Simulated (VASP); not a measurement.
Input of a VASP 6.6.1 run:

The input INCAR:

```
PREC = Accurate ; ENCUT = 600
EDIFF = 1E-7 ; ISMEAR = 0
SIGMA = 0.1 ; LREAL = F
LASPH = T ; NELM = 60
ALGO = Normal ; ISIF = 3
LWAVE = F ; LCHARG = F
GGA = PE ; IBRION = 2
NSW = 100 ; EDIFFG = -0.01
```

KPOINTS

```
Automatic mesh
0
Gamma
  6 6 6
```

File POSCAR:

```
AlIn2Sb3
1.0
    3.1586711000      1.8236596100      5.0809004100
   -3.1586711000      1.8236596100      5.0809004100
    0.0000000000     -3.6473192100      5.0809004100
Al In Sb
1 2 3
Direct
    0.0000000000      0.0000000000      0.0000000000
    0.6289240100      0.6289240100      0.6289240100
    0.3710759900      0.3710759900      0.3710759900
    0.0000000000      0.5000000000      0.0000000000
    0.5000000000      0.0000000000      0.0000000000
    0.0000000000      0.0000000000      0.5000000000
```

Potentials or basis: VASP PAW PBE potentials, release 64 (Al, In_d, Sb).

The run is started by

```sh
$ cat potpaw_PBE.64/Al/POTCAR potpaw_PBE.64/In_d/POTCAR potpaw_PBE.64/Sb/POTCAR > POTCAR
$ mpirun -np 1 vasp_std > vasp.out
```

Question: Predict the band gap on the k mesh.

Answer: Zero (bands 22 and 23 overlap by 1.83 eV).

Question: What does it give for the relaxed volume?

Answer: 28.05 Å³/atom.

Question: What does it give for the space group after relaxing (to 0.1 Å)?

Answer: R-3m (No. 166).

The path:
| step | energy change (eV) | largest force (eV/Å) | pressure (GPa) | volume (Å³) |
| --- | --- | --- | --- | --- |
| 1 | 0.0000 | 0.0445 | -1.37 | 175.61 |
| 2 | -0.0564 | 0.0132 | -0.01 | 169.28 |
| 3 | -0.0607 | 0.0018 | 0.49 | 167.30 |
| 4 | -0.0771 | 0.0125 | 0.25 | 168.15 |
| 5 | -0.0859 | 0.0413 | -0.05 | 169.28 |
| 6 | -0.0862 | 0.0467 | -0.10 | 169.49 |
| 7 | -0.0863 | 0.0491 | -0.13 | 169.58 |
| 8 | -0.0869 | 0.0522 | 0.03 | 168.90 |
| 9 | -0.0870 | 0.0536 | 0.11 | 168.61 |
| 10 | -0.0875 | 0.0498 | 0.10 | 168.60 |
| 11 | -0.0891 | 0.0381 | 0.08 | 168.58 |
| 12 | -0.0923 | 0.0103 | 0.05 | 168.52 |
| 13 | -0.0952 | 0.0707 | -0.01 | 168.34 |
| 14 | -0.0960 | 0.0776 | -0.01 | 168.32 |
| 15 | -0.0985 | 0.1038 | -0.02 | 168.26 |
| 16 | -0.0968 | 0.1960 | 0.03 | 168.07 |
| 17 | -0.0995 | 0.1236 | -0.01 | 168.21 |
| 18 | -0.0996 | 0.1342 | 0.00 | 168.19 |
| 19 | -0.1014 | 0.1318 | 0.00 | 168.16 |
| 20 | -0.1037 | 0.1291 | 0.03 | 168.06 |
| 21 | -0.1055 | 0.1036 | -0.01 | 168.23 |
| 22 | -0.1084 | 0.0333 | -0.11 | 168.72 |
| 23 | -0.1086 | 0.0117 | -0.14 | 168.89 |
| 24 | -0.1086 | 0.0098 | 0.17 | 167.64 |
| 25 | -0.1089 | 0.0016 | 0.01 | 168.29 |

Caveat: spin-orbit coupling is left out, which moves the levels of the heavy elements.
